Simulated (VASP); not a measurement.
Input of a VASP 6.6.1 run:

INCAR

```
SYSTEM = ScAl3
PREC = Accurate
ENCUT = 520
EDIFF = 1E-7
ISMEAR = -1
SIGMA = 0.1
LREAL = .False.
LASPH = .True.
NELM = 100
ALGO = Normal
ISIF = 2
LWAVE = .False.
LCHARG = .False.
GGA = PS
IVDW = 12
NBANDS = 18
```

KPOINTS

```
regular mesh
0
Gamma
  6 6 6
  0 0 0
```

File POSCAR:

```
ScAl3
1.0
    4.2197618819      0.0000000000      0.0000000000
    0.0000000000      4.2197618819      0.0000000000
    0.0000000000      0.0000000000      4.2197618819
Sc Al
1 3
Direct
    0.0000000000      0.0000000000      0.0000000000
    0.5000000000      0.0000000000      0.5000000000
    0.0000000000      0.5000000000      0.5000000000
    0.5000000000      0.5000000000      0.0000000000
```

Potentials or basis: VASP PAW PBE potentials, release 64 (Sc_sv, Al).

Launch:

```sh
$ cat potpaw_PBE.64/Sc_sv/POTCAR potpaw_PBE.64/Al/POTCAR > POTCAR
$ mpirun -np 1 vasp_std > vasp.out
```

(1) What does it give for the band gap on the k mesh?

(2) Predict the pressure.

(3) Predict the dispersion energy per atom.

Answers

(1) zero (bands 10 and 11 overlap by 3.21 eV).

(2) -10.6 GPa.

(3) -0.333 eV.

Caveat: the cell stands under tension; the PAW data sets were made with another functional, which shifts forces and pressure a little.
